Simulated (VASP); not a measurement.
# NbH2 (Fm-3m) in VASP: a series of runs

The runs below take NbH2 through single point, with LDA.

Everything below comes from runs of VASP 6.6.1. Logs are shortened: lines on timing, memory, paths and dates and some standing lists are left out, and cuts for length are marked.

## Step 1: The cell of the first run

It takes space group Fm-3m (No. 225, cubic). The conventional cell has a = 4.501 Å, b = 4.501 Å, c = 4.501 Å, α = 90.00°, β = 90.00°, γ = 90.00°. Within 2.6 Å of Nb (site symmetry m-3m) lie 8 H at 1.95 Å. Within 2.6 Å of H (site symmetry -43m) lie 4 Nb at 1.95 Å and 6 H at 2.25 Å.

## Step 2: Single point, LDA (volume scaled by 0.96)

File INCAR:

```
SYSTEM = NbH2
PREC = Accurate
ENCUT = 520
EDIFF = 1E-6
ISMEAR = -1
SIGMA = 0.03
LREAL = .FALSE.
LASPH = .TRUE.
NELM = 100
ALGO = Normal
ISIF = 2
LWAVE = .FALSE.
LCHARG = .FALSE.
NBANDS = 14
```

File KPOINTS:

```
Automatic mesh
0
G
  15 15 15
  0 0 0
```

File POSCAR:

```
NbH2
1.0
    0.0000000000      2.2506651390      2.2506651390
    2.2506651390      0.0000000000      2.2506651390
    2.2506651390      2.2506651390      0.0000000000
Nb H
1 2
Direct
    0.0000000000      0.0000000000      0.0000000000
    0.2500000000      0.2500000000      0.2500000000
    0.7500000000      0.7500000000      0.7500000000
```

Potentials or basis: VASP PAW LDA potentials, release 64 (Nb_sv, H).

Run with:

```
> cat potpaw_LDA.64/Nb_sv/POTCAR potpaw_LDA.64/H/POTCAR > POTCAR
> mpirun -np 1 vasp_std > vasp.out
```

OUTCAR:

```text
SYSTEM = NbH2
   PREC = Accurate
   ENCUT = 520
   EDIFF = 1E-6
   ISMEAR = -1
   LREAL = .FALSE.
   LASPH = .TRUE.
   NELM = 100
   ISIF = 2

 ion  position               nearest neighbor table
   1  0.000  0.000  0.000-   3 1.95   3 1.95   3 1.95   2 1.95   2 1.95   2 1.95   3 1.95   2 1.95

   2  0.250  0.250  0.250-   1 1.95   1 1.95   1 1.95   1 1.95
   3  0.750  0.750  0.750-   1 1.95   1 1.95   1 1.95   1 1.95

  LATTYP: Found a face centered cubic cell.
 ALAT       =     4.5013302780

  Lattice vectors:

 A1 = (   0.0000000000,   2.2506651390,   2.2506651390)
 A2 = (   2.2506651390,   0.0000000000,   2.2506651390)
 A3 = (   2.2506651390,   2.2506651390,   0.0000000000)

Analysis of symmetry for initial positions (statically):
=====================================================================
 Subroutine PRICEL returns:
 Original cell was already a primitive cell.

 Routine SETGRP: Setting up the symmetry group for a
 face centered cubic supercell.

 Subroutine GETGRP returns: Found 48 space group operations
 (whereof 48 operations were pure point group operations)
 out of a pool of 48 trial point group operations.

The static configuration has the point symmetry O_h .

Analysis of symmetry for dynamics (positions and initial velocities):
=====================================================================
 Subroutine PRICEL returns:
 Original cell was already a primitive cell.

 Routine SETGRP: Setting up the symmetry group for a
 face centered cubic supercell.

 Subroutine GETGRP returns: Found 48 space group operations
 (whereof 48 operations were pure point group operations)
 out of a pool of 48 trial point group operations.

The dynamic configuration has the point symmetry O_h .

 Subroutine INISYM returns: Found 48 space group operations
 (whereof 48 operations are pure point group operations),
 and found     1 'primitive' translations

----------------------------------------------------------------------------------------

                                     Primitive cell

  volume of cell :      22.8015

  direct lattice vectors                    reciprocal lattice vectors
     0.000000000  2.250665139  2.250665139    -0.222156549  0.222156549  0.222156549
     2.250665139  0.000000000  2.250665139     0.222156549 -0.222156549  0.222156549
     2.250665139  2.250665139  0.000000000     0.222156549  0.222156549 -0.222156549

  length of vectors
     3.182921164  3.182921164  3.182921164     0.384786430  0.384786430  0.384786430

  position of ions in fractional coordinates (direct lattice)
     0.000000000  0.000000000  0.000000000
     0.250000000  0.250000000  0.250000000
     0.750000000  0.750000000  0.750000000

  ion indices of the primitive-cell ions
   primitive index   ion index
                 1           1
                 2           2
                 3           3

----------------------------------------------------------------------------------------

 KPOINTS: Automatic mesh

Automatic generation of k-mesh.
 Grid dimensions read from file:
 generate k-points for:   15   15   15

 Generating k-lattice:

  Cartesian coordinates                     Fractional coordinates (reciprocal lattice)
    -0.014810437  0.014810437  0.014810437     0.066666667  0.000000000  0.000000000
     0.014810437 -0.014810437  0.014810437     0.000000000  0.066666667  0.000000000
     0.014810437  0.014810437 -0.014810437     0.000000000  0.000000000  0.066666667

  Length of vectors
     0.025652429  0.025652429  0.025652429

  Shift w.r.t. Gamma in fractional coordinates (k-lattice)
     0.000000000  0.000000000  0.000000000

 Subroutine IBZKPT returns following result:
 ===========================================

 Found    120 irreducible k-points:

 Following reciprocal coordinates:
            Coordinates               Weight
  0.000000  0.000000  0.000000      1.000000
  0.066667  0.000000  0.000000      8.000000
  0.133333  0.000000  0.000000      8.000000
  0.200000  0.000000  0.000000      8.000000
  0.266667  0.000000  0.000000      8.000000
  0.333333  0.000000  0.000000      8.000000
[... 16 lines left out ...]
  0.133333  0.133333  0.000000      6.000000
  0.200000  0.133333  0.000000     24.000000
 [... further k-points ...]
   k-points           NKPTS =    120   k-points in BZ     NKDIM =    120   number of bands    NBANDS=     14
   number of dos      NEDOS =    301   number of ions     NIONS =      3
   total plane-waves  NPLWV =  13824
   dimension x,y,z NGX =    24 NGY =   24 NGZ =   24
   dimension x,y,z NGXF=    48 NGYF=   48 NGZF=   48
   ions per type =               1   2
   NGX,Y,Z   is equivalent  to a cutoff of  12.54, 12.54, 12.54 a.u.
   NGXF,Y,Z  is equivalent  to a cutoff of  25.07, 25.07, 25.07 a.u.
 SYSTEM =  NbH2
   PREC   = accura    normal or accurate (medium, high low for compatibility)
   ISTART =      0    job   : 0-new  1-cont  2-samecut
   ICHARG =      2    charge: 1-file 2-atom 10-const
   ISPIN  =      1    spin polarized calculation?
   LNONCOLLINEAR =      F non collinear calculations
   LSORBIT =      F    spin-orbit coupling
   LASPH  =      T    aspherical Exc in radial PAW
   ENCUT  =  520.0 eV  38.22 Ry    6.18 a.u.   5.92  5.92  5.92*2*pi/ulx,y,z
   NELM   =    100;   NELMIN=  2; NELMDL= -5     # of ELM steps
   EDIFF  = 0.1E-05   stopping-criterion for ELM
   LREAL  =      F    real-space projection
[... 7 lines left out ...]
   TEBEG  =    0.0;   TEEND  =   0.0 temperature during run
   PSTRESS=    0.0 pullay stress
   NELECT =      15.0000    total number of electrons
   NUPDOWN=      -1.0000    fix difference up-down
   EMIN   =  10.00;   EMAX   =-10.00  energy-range for DOS
   EFERMI =   0.00;   METHOD = LEGACY
   ISMEAR =    -1;   SIGMA  =   0.03  broadening in eV -4-tet -1-fermi 0-gaus
   EFERMI_NEDOS =   21; number of points for ismear=-14 and -15
   IALGO  =     38    algorithm
   IMIX   =      4    mixing-type and parameters
     AMIX     =   0.40;   BMIX     =  1.00
     AMIX_MAG =   1.60;   BMIX_MAG =  1.00
  volume/ion in A,a.u.               =       7.60        51.29
  Fermi-wavevector in a.u.,A,eV,Ry     =   1.423807  2.690605 27.582078  2.027226
  Thomas-Fermi vector in A             =   2.544365
   LORBIT       =      0    0 simple, 1 ext, 2 COOP (PROOUT), +10 PAW based schemes
   GGA     = CA    functional components
   LHFCALC =     F    Hartree Fock is set to
   AEXX    =    0.0000 exact exchange contribution
   IVDW    =     0    specifies the selected vdW correction
   LEPSILON=     F    determine dielectric tensor
   LRPA    =     F    only Hartree local field effects (RPA)
 non-spin polarized calculation
  energy-cutoff  :      520.00
  volume of cell :       22.80
 maximum number of plane-waves:       628
   NGX = 11   NGY = 11   NGZ = 11

 number of electron      14.9999997 magnetization

 Free energy of the ion-electron system (eV)
  ---------------------------------------------------
  ext. energy  EPLUGINS =         0.00000000
  ---------------------------------------------------
  free energy    TOTEN  =       -19.28505363 eV

  energy without entropy =      -19.28192839  energy(sigma->0) =      -19.28349101

 E-fermi :  10.2921     XC(G=0): -12.4405

 val. band max:       10.2875979180   @ k =  -0.4667   0.2667   0.1333
 cond. band min:      10.2931140638   @ k =  -0.4000   0.2667   0.0667
 fundamental gap:      0.0055161457
 Fermi energy:        10.2921088750

 k-point     1 :       0.0000    0.0000    0.0000
  band No.  band energies     occupation
      1     -44.7512      2.00000
      2     -20.6508      2.00000
      3     -20.6508      2.00000
      4     -20.6508      2.00000
      5      -0.5472      2.00000
      6       8.8536      2.00000
      7       8.8536      2.00000
      8       8.8536      2.00000
      9       9.2335      2.00000
     10      11.6174      0.00000
     11      11.6174      0.00000
     12      22.9609      0.00000
     13      23.8160      0.00000
     14      23.8160      0.00000

 k-point     2 :       0.0667    0.0000    0.0000
  band No.  band energies     occupation
      1     -44.7468      2.00000
      2     -20.6876      2.00000
      3     -20.6552      2.00000
      4     -20.6552      2.00000
      5      -0.4185      2.00000
      6       7.6792      2.00000
      7       8.9194      2.00000
      8       8.9194      2.00000
      9      10.5665      0.00021
     10      11.5602      0.00000
     11      11.5602      0.00000
     12      21.7228      0.00000
     13      24.0722      0.00000
     14      24.0722      0.00000

 k-point     3 :       0.1333    0.0000    0.0000
  band No.  band energies     occupation
      1     -44.7341      2.00000
      2     -20.7903      2.00000
      3     -20.6675      2.00000
      4     -20.6675      2.00000
      5      -0.0531      2.00000
      6       6.5389      2.00000
      7       9.0870      2.00000
      8       9.0870      2.00000
      9      11.4425      0.00000
     10      11.4425      0.00000
     11      12.1610      0.00000
     12      20.3825      0.00000
     13      24.8030      0.00000
     14      24.8030      0.00000

 k-point     4 :       0.2000    0.0000    0.0000
  band No.  band energies     occupation
      1     -44.7153      2.00000
      2     -20.9386      2.00000
      3     -20.6856      2.00000
      4     -20.6856      2.00000
      5       0.4832      2.00000
      6       5.6488      2.00000
      7       9.2582      2.00000
      8       9.2582      2.00000
      9      11.4134      0.00000
     10      11.4134      0.00000
     11      13.7124      0.00000
     12      19.3655      0.00000
     13      24.9540      0.00000
     14      25.9118      0.00000

 k-point     5 :       0.2667    0.0000    0.0000
  band No.  band energies     occupation
      1     -44.6936      2.00000
      2     -21.1049      2.00000
      3     -20.7063      2.00000
      4     -20.7063      2.00000
      5       1.0622      2.00000
      6       5.0854      2.00000
      7       9.3033      2.00000
      8       9.3033      2.00000
      9      11.6385      0.00000
     10      11.6385      0.00000
     11      14.9209      0.00000
[... 276 lines left out ...]
 k-point    22 :      -0.0667    0.0667    0.0000
  band No.  band energies     occupation
      1     -44.7395      2.00000
      2     -20.7391      2.00000
      3     -20.6747      2.00000
      4     -20.6569      2.00000
      5      -0.2096      2.00000
      6       6.9162      2.00000
      7       9.0168      2.00000
      8       9.0429      2.00000
      9      11.3415      0.00000
     10      11.5733      0.00000
     11      11.6135      0.00000
     12      20.9354      0.00000
     13      24.0716      0.00000
     14      24.6718      0.00000

 k-point    23 :       0.1333    0.1333    0.0000
  band No.  band energies     occupation
      1     -44.7283      2.00000
      2     -20.7914      2.00000
      3     -20.6954      2.00000
      4     -20.6954      2.00000
      5       0.1262      2.00000
      6       6.0962      2.00000
      7       9.2827      2.00000
      8       9.2827      2.00000
      9      10.7506      0.00000
     10      11.8518      0.00000
     11      12.6944      0.00000
     12      20.6995      0.00000
     13      24.2136      0.00000
     14      24.2136      0.00000

 k-point    24 :       0.2000    0.1333    0.0000
  band No.  band energies     occupation
      1     -44.7144      2.00000
      2     -20.8884      2.00000
      3     -20.7181      2.00000
      4     -20.7132      2.00000
      5       0.5506      2.00000
      6       5.4289      2.00000
      7       9.4593      2.00000
      8       9.5105      2.00000
      9      10.4266      0.02238
     10      11.9580      0.00000
     11      13.8567      0.00000
     12      20.2020      0.00000
     13      24.2740      0.00000
     14      24.4112      0.00000

 [... further k-points ...]

------------------------ aborting loop because EDIFF is reached ----------------------------------------

  FORCE on cell =-STRESS in cart. coord.  units (eV):
  Direction    XX          YY          ZZ          XY          YZ          ZX
  --------------------------------------------------------------------------------------
  -------------------------------------------------------------------------------------
  Total       -0.1339179     -0.1339179     -0.1339179      0.0000000     -0.0000000      0.0000000
  in kB       -9.4099320     -9.4099320     -9.4099320      0.0000000     -0.0000000      0.0000000
  external PRESSURE =      -9.4099320 kB  Pullay stress =       0.0000000 kB

 VOLUME and BASIS-vectors are now :
 -----------------------------------------------------------------------------
  energy-cutoff  :      520.00
  volume of cell :       22.80
      direct lattice vectors                 reciprocal lattice vectors
     0.000000000  2.250665139  2.250665139    -0.222156549  0.222156549  0.222156549
     2.250665139  0.000000000  2.250665139     0.222156549 -0.222156549  0.222156549
     2.250665139  2.250665139  0.000000000     0.222156549  0.222156549 -0.222156549

 POSITION                                       TOTAL-FORCE (eV/Angst)
 -----------------------------------------------------------------------------------
      0.00000      0.00000      0.00000         0.000000      0.000000      0.000000
      1.12533      1.12533      1.12533         0.000000     -0.000000     -0.000000
      3.37600      3.37600      3.37600        -0.000000      0.000000      0.000000
 -----------------------------------------------------------------------------------
    total drift:                               -0.000000      0.000000      0.000000

  FREE ENERGIE OF THE ION-ELECTRON SYSTEM (eV)
  ---------------------------------------------------
  free  energy   TOTEN  =       -19.2850536304 eV

  energy  without entropy=      -19.2819283858  energy(sigma->0) =      -19.28349101
```

It took 35 s on 1 thread of AMD EPYC 7R13 (Zen 3), shared host; peak memory 0.13 GiB.

Results:

| Quantity | Value |
| --- | --- |
| Free energy | -19.2851 eV |
| Pressure | -0.9 GPa |

Levels at points of the mesh, in eV from the Fermi level:
```
           k point  band 4  band 5  band 6  band 7  band 8  band 9  band 10  band 11  band 12  band 13
(0.00, 0.00, 0.00)  -30.94  -10.84   -1.44   -1.44   -1.44   -1.06     1.33     1.33    12.67    13.52
```

## Step 3: Single point, LDA (volume scaled by 0.99)

File INCAR:

```
PREC     = Accurate       # precision mode
ENCUT    = 520            # plane-wave cutoff, eV
EDIFF    = 1E-6           # SCF threshold, eV
ISMEAR   = -1             # smearing method
SIGMA    = 0.03           # smearing width, eV
LREAL    = False          # projectors in reciprocal space
LASPH    = True           # aspherical terms in the spheres
NELM     = 60             # most SCF steps
ALGO     = Normal         # electronic algorithm
ISIF     = 2              # what is computed and relaxed
LWAVE    = False          # write WAVECAR
LCHARG   = False          # write CHGCAR
NBANDS   = 14             # bands
```

File KPOINTS:

```
Automatic mesh
0
Gamma
  15 15 15
```

File POSCAR:

```
NbH2
1.0
    0.0000000000      2.2738695082      2.2738695082
    2.2738695082      0.0000000000      2.2738695082
    2.2738695082      2.2738695082      0.0000000000
Nb H
1 2
Direct
    0.0000000000      0.0000000000      0.0000000000
    0.2500000000      0.2500000000      0.2500000000
    0.7500000000      0.7500000000      0.7500000000
```

Potentials or basis: VASP PAW LDA potentials, release 64 (Nb_sv, H).

Run with:

```
> cat potpaw_LDA.64/Nb_sv/POTCAR potpaw_LDA.64/H/POTCAR > POTCAR
> mpirun -np 1 vasp_std > vasp.out
```

Run time: 37 s. Hardware: 1 thread of AMD EPYC 7R13 (Zen 3), shared host; peak memory 0.13 GiB.

The run converged. Its results:

| Property | Result |
| --- | --- |
| Free energy | -19.2689 eV |
| Pressure | -6.6 GPa |

Levels at points of the mesh, in eV from the Fermi level:
```csv
k point,band 5,band 6,band 7,band 8,band 9,band 10,band 11,band 12
"(0.00, 0.00, 0.00)",-10.67,-1.39,-1.39,-1.39,-1.01,1.27,1.27,12.48
```
